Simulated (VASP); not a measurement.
# Ta7Mo9 in VASP: notebook, part 2 of 2

VASP 6.6.1.

## 4. Single point, PBE

INCAR reads:

```
SYSTEM = Ta7Mo9
  PREC = Accurate
  ENCUT = 520
  EDIFF = 1E-6
  ISMEAR = -1
  SIGMA = 0.3835
  LREAL = Auto
  LASPH = .TRUE.
  NELM = 80
  ALGO = Normal
  ISIF = 2
  LWAVE = .FALSE.
  LCHARG = .TRUE.
  GGA = PE
  LELF = .TRUE.
  LVHAR = .TRUE.
  NBANDS = 116
  ISYM = 0
```

KPOINTS reads:

```
Automatic mesh
0
Gamma
  1 1 1
  0.25 0.25 0.25
```

POSCAR reads:

```
Ta7Mo9
1.0
    6.4357620000      0.0753480000     -0.1865720000
    0.0753480000      6.5467160000      0.2328530000
   -0.1865720000      0.2328530000      6.2967750000
Mo Ta
9 7
Direct
    0.5029274979      0.8453131958      0.6565687158
    0.7609820485      0.5762197616      0.8537420255
    0.5257163745      0.7750428503      0.2219593209
    0.5129200060      0.2645898371      0.1326372586
    1.0398342045      0.7310293941      0.1349080378
    0.2557759932      0.9536215925      0.9932835443
    1.0413273206      0.2400249835      0.2025770308
    0.2981413321      0.5351068639      0.9375141380
    0.1983906110      1.0058545949      0.4359544168
    0.9913201415      0.2628564623      0.7834359121
    1.0318245893      0.7606591230      0.6690694552
    0.5072249969      0.2478096865      0.6904268857
    0.2485684887      0.5213995404      0.4617683612
    0.7663244618      0.4775233649      0.4432888168
    0.7687622646      1.0289648078      0.4373829414
    0.7298394042     -0.0105388889      0.9512446624
```

Potentials or basis: VASP PAW PBE potentials, release 64 (Mo_sv, Ta_pv).

Launch:

```bash
cat potpaw_PBE.64/Mo_sv/POTCAR potpaw_PBE.64/Ta_pv/POTCAR > POTCAR
mpirun -np 1 vasp_std > vasp.out
```

OUTCAR:

```text
SYSTEM = Ta7Mo9
   PREC = Accurate
   ENCUT = 520
   EDIFF = 1E-6
   ISMEAR = -1
   LREAL = Auto
   LASPH = .TRUE.
   NELM = 80
   ISIF = 2
   GGA = PE
   ISYM = 0

 ion  position               nearest neighbor table
   1  0.503  0.845  0.657-   9 2.50  15 2.53  16 2.54   2 2.59  12 2.66   3 2.82   6 2.85   8 2.98
                            13 3.00  11 3.10  14 3.32  11 3.43
   2  0.761  0.576  0.854-  11 2.45  10 2.59   1 2.59   5 2.71  14 2.71  16 2.82  12 2.94   8 3.07
                             4 3.12   3 3.18   7 3.41   8 3.47
   3  0.526  0.775  0.222-   6 2.42  16 2.57  15 2.69  14 2.71   1 2.82   8 2.83  13 2.88   9 3.01
                             5 3.17   2 3.18   4 3.21   5 3.40   4 3.43
   4  0.513  0.265  0.133-   8 2.44  16 2.62  12 2.80  15 2.81   6 2.81  14 2.93   7 3.10   2 3.12
                             3 3.21   9 3.28  13 3.29   7 3.40   3 3.43  12 3.51
   5  0.040  0.731  0.135-   6 2.21   8 2.52  13 2.67   2 2.71  16 2.74   9 2.87  11 2.93  14 3.11
                             3 3.17   7 3.21  15 3.36  11 3.39   7 3.39   3 3.40
   6  0.256  0.954  0.993-   5 2.21   3 2.42   7 2.76   8 2.80   4 2.81  10 2.82  11 2.82   1 2.85
                             9 2.88  16 3.09  12 3.15  16 3.38
   7  0.041  0.240  0.203-   9 2.23  10 2.64  15 2.70   6 2.76  13 2.85  14 2.90   8 3.04  16 3.06
                             4 3.10   5 3.21   5 3.39   4 3.40   2 3.41
   8  0.298  0.535  0.938-   4 2.44   5 2.52  11 2.68   6 2.80   3 2.83  10 2.87  12 2.89   1 2.98
                            13 3.01   7 3.04   2 3.07  13 3.33   2 3.47
   9  0.198  0.006  0.436-   7 2.23  11 2.41   1 2.50  15 2.77   5 2.87   6 2.88   3 3.01  12 3.03
                            13 3.17  10 3.19   4 3.28  13 3.41
  10  0.991  0.263  0.783-   2 2.59   7 2.64  16 2.69  14 2.79   6 2.82   8 2.87  15 3.06  13 3.12
                            12 3.14   9 3.19  11 3.31  12 3.41  11 3.43
  11  0.032  0.761  0.669-   9 2.41   2 2.45  13 2.55   8 2.68  15 2.70   6 2.82   5 2.93  14 2.94
                             1 3.10  16 3.14  10 3.31   5 3.39  10 3.43   1 3.43
  12  0.507  0.248  0.690-  16 2.62   1 2.66  13 2.70  14 2.75   4 2.80  15 2.82   8 2.89   2 2.94
                             9 3.03  10 3.14   6 3.15  10 3.41   4 3.51
  13  0.249  0.521  0.462-  11 2.55   5 2.67  12 2.70   7 2.85   3 2.88   1 3.00   8 3.01  14 3.12
                            10 3.12   9 3.17   4 3.29   8 3.33  14 3.35   9 3.41
  14  0.766  0.478  0.443-   2 2.71   3 2.71  12 2.75  10 2.79   7 2.90   4 2.93  11 2.94  15 2.94
                             5 3.11  13 3.12   1 3.32  13 3.35
  15  0.769  0.029  0.437-   1 2.53   3 2.69   7 2.70  11 2.70   9 2.77   4 2.81  12 2.82  14 2.94
                            10 3.06  16 3.09  16 3.26   5 3.36
  16  0.730  0.989  0.951-   1 2.54   3 2.57  12 2.62   4 2.62  10 2.69   5 2.74   2 2.82   7 3.06
                            15 3.09   6 3.09  11 3.14  15 3.26   6 3.38

IMPORTANT INFORMATION: All symmetrisations will be switched off!
NOSYMM: (Re-)initialisation of all symmetry stuff for point group C_1.

----------------------------------------------------------------------------------------

                                     Primitive cell

  volume of cell :     264.6836

  direct lattice vectors                    reciprocal lattice vectors
     6.435762000  0.075348000 -0.186572000     0.155540365 -0.001956651  0.004680982
     0.075348000  6.546716000  0.232853000    -0.001956651  0.152974127 -0.005714916
    -0.186572000  0.232853000  6.296775000     0.004680982 -0.005714916  0.159161488

  length of vectors
     6.438906658  6.551289051  6.303840499     0.155623087  0.153093345  0.159332831

  position of ions in fractional coordinates (direct lattice)
     0.502927498  0.845313196  0.656568716
     0.760982048  0.576219762  0.853742025
     0.525716374  0.775042850  0.221959321
     0.512920006  0.264589837  0.132637259
     0.039834204  0.731029394  0.134908038
     0.255775993  0.953621592  0.993283544
[... 8 lines left out ...]
     0.768762265  0.028964808  0.437382941
     0.729839404  0.989461111  0.951244662
[... 57 lines left out ...]
 SYSTEM =  Ta7Mo9
   PREC   = accura    normal or accurate (medium, high low for compatibility)
   ISTART =      0    job   : 0-new  1-cont  2-samecut
   ICHARG =      2    charge: 1-file 2-atom 10-const
   ISPIN  =      1    spin polarized calculation?
   LNONCOLLINEAR =      F non collinear calculations
   LSORBIT =      F    spin-orbit coupling
   LASPH  =      T    aspherical Exc in radial PAW
   ENCUT  =  520.0 eV  38.22 Ry    6.18 a.u.  11.97 12.18 11.72*2*pi/ulx,y,z
   NELM   =     80;   NELMIN=  2; NELMDL= -5     # of ELM steps
   EDIFF  = 0.1E-05   stopping-criterion for ELM
   LREAL  =      T    real-space projection
   EDIFFG = 0.1E-04   stopping-criterion for IOM
   NSW    =      0    number of steps for IOM
   IBRION =     -1    ionic relax: 0-MD 1-quasi-New 2-CG
   NFREE  =      0    steps in history (QN), initial steepest desc. (CG)
   ISIF   =      2    stress and relaxation
   ISYM   =      0    0-nonsym 1-usesym 2-fastsym
   POTIM  = 0.5000    time-step for ionic-motion
   TEBEG  =    0.0;   TEEND  =   0.0 temperature during run
   PSTRESS=    0.0 pullay stress
   NELECT =     203.0000    total number of electrons
   NUPDOWN=      -1.0000    fix difference up-down
   EMIN   =  10.00;   EMAX   =-10.00  energy-range for DOS
   EFERMI =   0.00;   METHOD = LEGACY
   ISMEAR =    -1;   SIGMA  =   0.38  broadening in eV -4-tet -1-fermi 0-gaus
   EFERMI_NEDOS =   21; number of points for ismear=-14 and -15
   IALGO  =     38    algorithm
   IMIX   =      4    mixing-type and parameters
     AMIX     =   0.40;   BMIX     =  1.00
     AMIX_MAG =   1.60;   BMIX_MAG =  1.00
  volume/ion in A,a.u.               =      16.54       111.64
  Fermi-wavevector in a.u.,A,eV,Ry     =   1.498527  2.831805 30.553007  2.245583
  Thomas-Fermi vector in A             =   2.610274
   LORBIT       =      0    0 simple, 1 ext, 2 COOP (PROOUT), +10 PAW based schemes
   GGA     = PE    functional components
   LHFCALC =     F    Hartree Fock is set to
   AEXX    =    0.0000 exact exchange contribution
   IVDW    =     0    specifies the selected vdW correction
   LEPSILON=     F    determine dielectric tensor
   LRPA    =     F    only Hartree local field effects (RPA)
 non-spin polarized calculation
  energy-cutoff  :      520.00
  volume of cell :      264.68
 maximum number of plane-waves:      7123
 NGX is ok and might be reduce to    48
   NGX = 23   NGY = 25   NGZ = 23

 number of electron     203.0000003 magnetization

 Free energy of the ion-electron system (eV)
  ---------------------------------------------------
  ext. energy  EPLUGINS =         0.00000000
  ---------------------------------------------------
  free energy    TOTEN  =      -174.90053189 eV

  energy without entropy =     -167.46524475  energy(sigma->0) =     -171.18288832

 E-fermi :   9.3610     XC(G=0): -12.9785

 val. band max:        9.2400156012   @ k =   0.2500   0.2500   0.2500
 cond. band min:       9.4309294512   @ k =   0.2500   0.2500   0.2500
 fundamental gap:      0.1909138500
 Fermi energy:         9.3609705895

 k-point     1 :       0.2500    0.2500    0.2500
  band No.  band energies     occupation
      1     -51.5509      2.00000
      2     -51.4631      2.00000
      3     -51.2871      2.00000
      4     -51.2054      2.00000
      5     -51.1555      2.00000
      6     -51.1074      2.00000
[... 105 lines left out ...]
    112      10.7804      0.04819
    113      10.8659      0.03875
 [bands above 113 left out]

------------------------ aborting loop because EDIFF is reached ----------------------------------------

  FORCE on cell =-STRESS in cart. coord.  units (eV):
  Direction    XX          YY          ZZ          XY          YZ          ZX
  --------------------------------------------------------------------------------------
  -------------------------------------------------------------------------------------
  Total       32.5317683     42.9594618     40.0873387     -0.7545312    -11.8127088      4.7032694
  in kB      196.9206631    260.0413731    242.6558938     -4.5673134    -71.5044579     28.4697381
  external PRESSURE =     233.2059767 kB  Pullay stress =       0.0000000 kB

 VOLUME and BASIS-vectors are now :
 -----------------------------------------------------------------------------
  energy-cutoff  :      520.00
  volume of cell :      264.68
      direct lattice vectors                 reciprocal lattice vectors
     6.435762000  0.075348000 -0.186572000     0.155540365 -0.001956651  0.004680982
     0.075348000  6.546716000  0.232853000    -0.001956651  0.152974127 -0.005714916
    -0.186572000  0.232853000  6.296775000     0.004680982 -0.005714916  0.159161488

 POSITION                                       TOTAL-FORCE (eV/Angst)
 -----------------------------------------------------------------------------------
      3.17792      5.72480      4.23727        -0.942151     -3.504044     -0.137828
      4.78163      4.02848      5.36802        -2.302611     -2.203733      3.158810
      3.40037      5.16528      1.48002        -0.179673     -2.676199     -0.361403
      3.29622      1.80173      0.80110         0.292418      0.957898      2.647717
      0.28627      4.82026      1.01228        -4.106035     -1.980513      4.357117
      1.53265      6.49365      6.42882         1.884843      4.605942     -2.704530
[... 8 lines left out ...]
      4.86815      0.34939      2.61742        -0.064191      0.775798     -1.500198
      4.59415      6.75421      6.08400         1.921297     -0.190078      1.405478
 -----------------------------------------------------------------------------------
    total drift:                               -0.000100     -0.000687     -0.001292

  FREE ENERGIE OF THE ION-ELECTRON SYSTEM (eV)
  ---------------------------------------------------
  free  energy   TOTEN  =      -174.9005318926 eV

  energy  without entropy=     -167.4652447510  energy(sigma->0) =     -171.18288832
```

Wall time 2.1 min (1 thread of Intel Xeon Platinum 8488C (Sapphire Rapids), shared host); peak memory 0.33 GiB.

Results:

| Property | Result |
| --- | --- |
| Free energy | -174.9005 eV |
| Pressure | 23.3 GPa |
| Largest force | 6.306 eV/Å |

Forces in eV/Å, atoms in the order of the input:
```
Mo  -0.942 -3.504 -0.138
Mo  -2.303 -2.204  3.159
Mo  -0.180 -2.676 -0.361
Mo   0.292  0.958  2.648
Mo  -4.106 -1.981  4.357
Mo   1.885  4.606 -2.705
Mo  -2.068  2.652 -1.831
Mo   0.344 -0.906 -0.911
Mo   3.770  0.787  0.744
Ta   1.731  0.029 -2.454
Ta  -1.770  1.156  0.702
Ta  -0.631  1.065 -0.372
Ta   2.258 -2.007 -1.289
Ta  -0.138  1.438 -1.454
Ta  -0.064  0.776 -1.500
Ta   1.921 -0.190  1.405
```

Levels at points of the mesh, in eV from the Fermi level:
```csv
k point,band 98,band 99,band 100,band 101,band 102,band 103,band 104,band 105,band 106,band 107
"(0.25, 0.25, 0.25)",-0.50,-0.32,-0.27,-0.15,-0.12,0.07,0.23,0.35,0.50,0.61
```

Caveat: the k points lie up to 1.00 Å⁻¹ apart; spin-orbit coupling is left out, which moves the levels of the heavy elements.
